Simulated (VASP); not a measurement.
# Se (P3_221) in VASP: further runs

Runs on Se. Level: PBEsol. Tasks: electric field gradients.

Everything below comes from runs of VASP 6.6.1. Logs are shortened: lines on timing, memory, paths and dates and some standing lists are left out, and cuts for length are marked.

## Step 1: The cell of the first run

Symmetry: P3_221, No. 154, trigonal system. Conventional cell: a = 4.412 Å, b = 4.412 Å, c = 5.015 Å, α = 90.00°, β = 90.00°, γ = 120.00°. Se (site symmetry 2) has 2 Se at 2.35 Å within 3.1 Å.

## Step 2: Electric field gradients, PBEsol (volume scaled by 1.04)

File INCAR:

```
SYSTEM = Se
PREC = Accurate ; ENCUT = 520
EDIFF = 1E-8 ; ISMEAR = -1
SIGMA = 0.02 ; LREAL = .False.
LASPH = .True. ; NELM = 80
ALGO = Normal ; ISIF = 2
LWAVE = .False. ; LCHARG = .False.
GGA = PS ; LEFG = .True.
NBANDS = 16
```

File KPOINTS:

```
Automatic mesh
0
Gamma
  8 8 6
  0 0 0
```

File POSCAR:

```
Se
1.0
    4.4124811141      0.0000000000      0.0000000000
   -2.2062405570      3.8213207385      0.0000000000
    0.0000000000      0.0000000000      5.0145818112
Se
3
Direct
    0.2170000000      0.0000000000      0.1666666667
    0.0000000000      0.2170000000      0.8333333333
    0.7830000000      0.7830000000      0.5000000000
```

Potentials or basis: VASP PAW PBE potentials, release 64 (Se).

Run with:

```bash
> cat potpaw_PBE.64/Se/POTCAR > POTCAR
> mpirun -np 1 vasp_std > vasp.out
```

OUTCAR:

```text
SYSTEM = Se
   PREC = Accurate
   ENCUT = 520
   EDIFF = 1E-8
   ISMEAR = -1
   LREAL = .False.
   LASPH = .True.
   NELM = 80
   ISIF = 2
   GGA = PS

 ion  position               nearest neighbor table
   1  0.217  0.000  0.167-   3 2.35   2 2.35
   2  0.000  0.217  0.833-   3 2.35   1 2.35
   3  0.783  0.783  0.500-   2 2.35   1 2.35

  LATTYP: Found a hexagonal cell.
 ALAT       =     4.4124811141
 C/A-ratio  =     1.1364539998

  Lattice vectors:

 A1 = (   4.4124811141,   0.0000000000,   0.0000000000)
 A2 = (  -2.2062405570,   3.8213207385,   0.0000000000)
 A3 = (   0.0000000000,   0.0000000000,   5.0145818112)

Analysis of symmetry for initial positions (statically):
=====================================================================
 Subroutine PRICEL returns:
 Original cell was already a primitive cell.

 Routine SETGRP: Setting up the symmetry group for a
 hexagonal supercell.

 Subroutine GETGRP returns: Found  6 space group operations
 (whereof  2 operations were pure point group operations)
 out of a pool of 24 trial point group operations.

The static configuration has the point symmetry C_2 .
 The point group associated with its full space group is D_3 .

Analysis of symmetry for dynamics (positions and initial velocities):
=====================================================================
 Subroutine PRICEL returns:
 Original cell was already a primitive cell.

 Routine SETGRP: Setting up the symmetry group for a
 hexagonal supercell.

 Subroutine GETGRP returns: Found  6 space group operations
 (whereof  2 operations were pure point group operations)
 out of a pool of 24 trial point group operations.

The dynamic configuration has the point symmetry C_2 .
 The point group associated with its full space group is D_3 .

 Subroutine INISYM returns: Found  6 space group operations
 (whereof  2 operations are pure point group operations),
 and found     1 'primitive' translations

----------------------------------------------------------------------------------------

                                     Primitive cell

  volume of cell :      84.5534

  direct lattice vectors                    reciprocal lattice vectors
     4.412481114  0.000000000  0.000000000     0.226629865  0.130844814  0.000000000
    -2.206240557  3.821320738  0.000000000     0.000000000  0.261689627  0.000000000
     0.000000000  0.000000000  5.014581811     0.000000000  0.000000000  0.199418424

  length of vectors
     4.412481114  4.412481114  5.014581811     0.261689627  0.261689627  0.199418424

  position of ions in fractional coordinates (direct lattice)
     0.217000000  0.000000000  0.166666667
     1.000000000  0.217000000  0.833333333
     0.783000000  0.783000000  0.500000000

  ion indices of the primitive-cell ions
   primitive index   ion index
                 1           1
                 2           2
                 3           3

----------------------------------------------------------------------------------------

 KPOINTS: Automatic mesh

Automatic generation of k-mesh.
 Grid dimensions read from file:
 generate k-points for:    8    8    6

 Generating k-lattice:

  Cartesian coordinates                     Fractional coordinates (reciprocal lattice)
     0.028328733  0.016355602  0.000000000     0.125000000 -0.000000000  0.000000000
     0.000000000  0.032711203  0.000000000     0.000000000  0.125000000  0.000000000
     0.000000000  0.000000000  0.033236404     0.000000000  0.000000000  0.166666667

  Length of vectors
     0.032711203  0.032711203  0.033236404

  Shift w.r.t. Gamma in fractional coordinates (k-lattice)
     0.000000000  0.000000000  0.000000000

 Subroutine IBZKPT returns following result:
 ===========================================

 Found     50 irreducible k-points:

 Following reciprocal coordinates:
            Coordinates               Weight
  0.000000  0.000000  0.000000      1.000000
  0.125000 -0.000000  0.000000      6.000000
  0.250000 -0.000000  0.000000      6.000000
  0.375000 -0.000000  0.000000      6.000000
  0.500000 -0.000000  0.000000      3.000000
  0.125000  0.125000  0.000000      6.000000
[... 16 lines left out ...]
 -0.125000  0.500000  0.166667     12.000000
  0.250000  0.250000  0.166667     12.000000
 [... further k-points ...]
   k-points           NKPTS =     50   k-points in BZ     NKDIM =     50   number of bands    NBANDS=     16
   number of dos      NEDOS =    301   number of ions     NIONS =      3
   total plane-waves  NPLWV =  51840
   dimension x,y,z NGX =    36 NGY =   36 NGZ =   40
   dimension x,y,z NGXF=    72 NGYF=   72 NGZF=   80
   ions per type =               3
   NGX,Y,Z   is equivalent  to a cutoff of  13.56, 13.56, 13.26 a.u.
   NGXF,Y,Z  is equivalent  to a cutoff of  27.13, 27.13, 26.52 a.u.
 SYSTEM =  Se
   PREC   = accura    normal or accurate (medium, high low for compatibility)
   ISTART =      0    job   : 0-new  1-cont  2-samecut
   ICHARG =      2    charge: 1-file 2-atom 10-const
   ISPIN  =      1    spin polarized calculation?
   LNONCOLLINEAR =      F non collinear calculations
   LSORBIT =      F    spin-orbit coupling
   LASPH  =      T    aspherical Exc in radial PAW
   ENCUT  =  520.0 eV  38.22 Ry    6.18 a.u.   8.20  8.20  9.32*2*pi/ulx,y,z
   NELM   =     80;   NELMIN=  2; NELMDL= -5     # of ELM steps
   EDIFF  = 0.1E-07   stopping-criterion for ELM
   LREAL  =      F    real-space projection
   EDIFFG = 0.1E-06   stopping-criterion for IOM
   NSW    =      0    number of steps for IOM
   IBRION =     -1    ionic relax: 0-MD 1-quasi-New 2-CG
   NFREE  =      0    steps in history (QN), initial steepest desc. (CG)
   ISIF   =      2    stress and relaxation
   ISYM   =      2    0-nonsym 1-usesym 2-fastsym
   POTIM  = 0.5000    time-step for ionic-motion
   TEBEG  =    0.0;   TEEND  =   0.0 temperature during run
   PSTRESS=    0.0 pullay stress
   NELECT =      18.0000    total number of electrons
   NUPDOWN=      -1.0000    fix difference up-down
   EMIN   =  10.00;   EMAX   =-10.00  energy-range for DOS
   EFERMI =   0.00;   METHOD = LEGACY
   ISMEAR =    -1;   SIGMA  =   0.02  broadening in eV -4-tet -1-fermi 0-gaus
   EFERMI_NEDOS =   21; number of points for ismear=-14 and -15
   IALGO  =     38    algorithm
   IMIX   =      4    mixing-type and parameters
     AMIX     =   0.40;   BMIX     =  1.00
     AMIX_MAG =   1.60;   BMIX_MAG =  1.00
  volume/ion in A,a.u.               =      28.18       190.20
  Fermi-wavevector in a.u.,A,eV,Ry     =   0.977512  1.847229 13.000764  0.955529
  Thomas-Fermi vector in A             =   2.108215
   LORBIT       =      0    0 simple, 1 ext, 2 COOP (PROOUT), +10 PAW based schemes
   GGA     = PS    functional components
   LHFCALC =     F    Hartree Fock is set to
   AEXX    =    0.0000 exact exchange contribution
   IVDW    =     0    specifies the selected vdW correction
   LEPSILON=     F    determine dielectric tensor
   LRPA    =     F    only Hartree local field effects (RPA)
 non-spin polarized calculation
  energy-cutoff  :      520.00
  volume of cell :       84.55
 maximum number of plane-waves:      2294
 NGX is ok and might be reduce to    36
   NGX = 17   NGY = 17   NGZ = 19

 number of electron      18.0000000 magnetization

 Free energy of the ion-electron system (eV)
  ---------------------------------------------------
  ext. energy  EPLUGINS =         0.00000000
  ---------------------------------------------------
  free energy    TOTEN  =       -11.44505655 eV

  energy without entropy =      -11.44505655  energy(sigma->0) =      -11.44505655

 E-fermi :   2.6310     XC(G=0):  -8.8584

 val. band max:        2.2515515736   @ k =   0.5000  -0.0000   0.5000
 cond. band min:       3.2682737866   @ k =   0.3750   0.2500   0.5000
 fundamental gap:      1.0167222130
 Fermi energy:         2.6309798848

 k-point     1 :       0.0000    0.0000    0.0000
  band No.  band energies     occupation
      1     -13.5864      2.00000
      2      -9.4825      2.00000
      3      -9.4825      2.00000
      4      -1.6374      2.00000
      5      -1.6374      2.00000
      6      -1.3730      2.00000
[... 8 lines left out ...]
     15       8.5992      0.00000
     16      10.5673      0.00000

 k-point     2 :       0.1250   -0.0000    0.0000
  band No.  band energies     occupation
      1     -13.5341      2.00000
      2      -9.5283      2.00000
      3      -9.4756      2.00000
      4      -2.0637      2.00000
      5      -1.8118      2.00000
      6      -1.2284      2.00000
[... 8 lines left out ...]
     15       9.0598      0.00000
     16      10.5014      0.00000

 k-point     3 :       0.2500   -0.0000    0.0000
  band No.  band energies     occupation
      1     -13.3992      2.00000
      2      -9.6560      2.00000
      3      -9.4589      2.00000
      4      -2.5652      2.00000
      5      -2.1089      2.00000
      6      -1.2086      2.00000
[... 8 lines left out ...]
     15      10.0205      0.00000
     16      10.8897      0.00000

 k-point     4 :       0.3750   -0.0000    0.0000
  band No.  band energies     occupation
      1     -13.2493      2.00000
      2      -9.8106      2.00000
      3      -9.4416      2.00000
      4      -2.8380      2.00000
      5      -2.3373      2.00000
      6      -1.1679      2.00000
[... 8 lines left out ...]
     15      10.9991      0.00000
     16      11.7999      0.00000
[... 324 lines left out ...]
 k-point    22 :       0.3750    0.1250    0.1667
  band No.  band energies     occupation
      1     -13.0611      2.00000
      2     -10.5486      2.00000
      3      -8.8583      2.00000
      4      -2.8971      2.00000
      5      -2.7435      2.00000
      6      -1.1559      2.00000
[... 8 lines left out ...]
     15      11.0888      0.00000
     16      11.8698      0.00000

 k-point    23 :      -0.1250    0.5000    0.1667
  band No.  band energies     occupation
      1     -13.0620      2.00000
      2     -10.5386      2.00000
      3      -8.8767      2.00000
      4      -2.8654      2.00000
      5      -2.6988      2.00000
      6      -1.0555      2.00000
[... 8 lines left out ...]
     15      10.7444      0.00000
     16      11.5760      0.00000

 k-point    24 :       0.2500    0.2500    0.1667
  band No.  band energies     occupation
      1     -13.0628      2.00000
      2     -10.5369      2.00000
      3      -8.8735      2.00000
      4      -2.9192      2.00000
      5      -2.6850      2.00000
      6      -1.0125      2.00000
[... 8 lines left out ...]
     15      10.7481      0.00000
     16      11.6772      0.00000

 [... further k-points ...]
[... 5 lines left out ...]
  --------------------------------------------------------------------------------------
  -------------------------------------------------------------------------------------
  Total        0.2299199      0.2299199      0.7012732      0.0000000     -0.0000000     -0.0000000
  in kB        4.3566837      4.3566837     13.2882174      0.0000000     -0.0000000     -0.0000000
  external PRESSURE =       7.3338616 kB  Pullay stress =       0.0000000 kB

 VOLUME and BASIS-vectors are now :
 -----------------------------------------------------------------------------
  energy-cutoff  :      520.00
  volume of cell :       84.55
      direct lattice vectors                 reciprocal lattice vectors
     4.412481114  0.000000000  0.000000000     0.226629865  0.130844814  0.000000000
    -2.206240557  3.821320738  0.000000000     0.000000000  0.261689627  0.000000000
     0.000000000  0.000000000  5.014581811     0.000000000  0.000000000  0.199418424

 POSITION                                       TOTAL-FORCE (eV/Angst)
 -----------------------------------------------------------------------------------
      0.95751      0.00000      0.83576         0.598740     -0.000000      0.000000
     -0.47875      0.82923      4.17882        -0.299370      0.518524     -0.000000
      1.72749      2.99209      2.50729        -0.299370     -0.518524     -0.000000
 -----------------------------------------------------------------------------------
    total drift:                                0.000001      0.000001      0.000000

  FREE ENERGIE OF THE ION-ELECTRON SYSTEM (eV)
  ---------------------------------------------------
  free  energy   TOTEN  =       -11.4450565509 eV

  energy  without entropy=      -11.4450565509  energy(sigma->0) =      -11.44505655

 Electric field gradients (V/A^2)
---------------------------------------------------------------------
 ion       V_xx      V_yy      V_zz      V_xy      V_xz      V_yz
---------------------------------------------------------------------
   1     154.928  -346.445   191.517    -0.000    -0.000  -314.389
   2    -221.101    29.585   191.517  -217.101   272.269   157.195
   3    -221.101    29.585   191.516   217.101  -272.269   157.195
---------------------------------------------------------------------

 Electric field gradients after diagonalization (V/A^2)
 (convention: |V_zz| > |V_xx| > |V_yy|)
----------------------------------------------------------------------
 ion       V_xx      V_yy      V_zz     asymmetry (V_yy - V_xx)/ V_zz
----------------------------------------------------------------------
   1     336.289   154.928  -491.217       0.369
   2     336.289   154.928  -491.217       0.369
   3     336.288   154.928  -491.216       0.369
----------------------------------------------------------------------

           NMR quadrupolar parameters

 Cq : quadrupolar parameter    Cq=e*Q*V_zz/h
 eta: asymmetry parameters     (V_yy - V_xx)/ V_zz
 Q  : nuclear electric quadrupole moment in mb (millibarn)
----------------------------------------------------------------------
 ion       Cq(MHz)       eta       Q (mb)
----------------------------------------------------------------------
   1      -1.188       0.369       1.000
   2      -1.188       0.369       1.000
   3      -1.188       0.369       1.000
----------------------------------------------------------------------
```

It took 24 s on 1 thread of Intel Xeon 6975P-C (Granite Rapids), shared host; peak memory 0.23 GiB.

What came out:

```
Free energy            : -11.4451 eV
Pressure               : 0.7 GPa
Largest force          : 0.599 eV/Å
Band gap on the k mesh : 1.02 eV, indirect (least direct gap 1.08 eV)
```

Forces on the atoms (eV/Å):
```
Se   0.599  0.000  0.000
Se  -0.299  0.519  0.000
Se  -0.299 -0.519  0.000
```

Levels at points of the mesh, in eV from the valence-band top:
```tsv
k point	band 6	band 7	band 8	band 9	band 10	band 11	band 12	band 13
(0.00, 0.00, 0.00)	-3.62	-2.04	-2.04	-0.35	1.96	1.96	2.40	5.75
(0.50, 0.00, 0.00)	-3.29	-2.84	-1.86	-0.98	1.99	2.52	4.13	5.36
(0.00, 0.00, 0.50)	-3.36	-1.46	-1.46	-1.12	1.25	1.37	1.37	6.14
(0.50, 0.00, 0.50)	-4.20	-1.75	-1.33	0.00	1.46	2.73	3.05	6.12
```

Electric field gradients, principal values (V/Å²):
```tsv
atom	least	middle	greatest (by size)
1 Se	154.928	336.289	-491.217
2 Se	154.928	336.289	-491.217
3 Se	154.928	336.288	-491.216
```

Caveat: without QUAD_EFG the Cq values of the log hold for a quadrupole moment of 1 mb, not for the nuclei; the PAW data sets were made with another functional, which shifts forces and pressure a little. A k mesh can miss the band edges.

[end of part 1 of 3]
